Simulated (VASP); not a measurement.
InSe:

```
CELL_PARAMETERS angstrom
4.01952 0.00000 0.00000
0.00000 4.01952 0.00000
0.00000 0.00000 4.01952
ATOMIC_POSITIONS crystal
In 0.00000 0.00000 0.00000
Se 0.50000 0.50000 0.50000
```

- Program: VASP 6.6.1
- Task: relaxation of cell and atoms
- Functional: r2SCAN
- Potentials or basis: VASP PAW PBE potentials, release 64 (In_d, Se)
- Cutoff: 600 eV
- k mesh: 4 × 4 × 4
- Occupations: gaussian, width 0.1 eV
- Spin: no spin polarisation

At the start: pressure -7.2 GPa; volume 32.47 Å³/atom.

Where does the relaxation end?

Over 4 steps the energy falls by 253.9 meV/atom and the volume is 23.98 Å³/atom (-26.2 %); space group Pm-3m (No. 221, to 0.1 Å) before and after.

The path:
| step | energy change (eV) | largest force (eV/Å) | pressure (GPa) | volume (Å³) |
| --- | --- | --- | --- | --- |
| 1 | 0.0000 | 0.0000 | -7.22 | 64.94 |
| 2 | -0.4630 | 0.0000 | -3.26 | 52.13 |
| 3 | -0.5073 | 0.0000 | -0.45 | 48.48 |
| 4 | -0.5079 | 0.0000 | 0.09 | 47.96 |

Final structure:
```
In Se
1.0
     3.63311    0.00000    0.00000
     0.00000    3.63311    0.00000
     0.00000    0.00000    3.63311
In Se
1 1
Direct
  0.00000 0.00000 0.00000
  0.50000 0.50000 0.50000
```

Caveat: the k points lie up to 0.43 Å⁻¹ apart in the final cell, too coarse for converged energies and pressures of a metal; the volume moved by over 15 % at a fixed basis, so the end points are rough; the PAW data sets were made with another functional, which shifts forces and pressure a little.
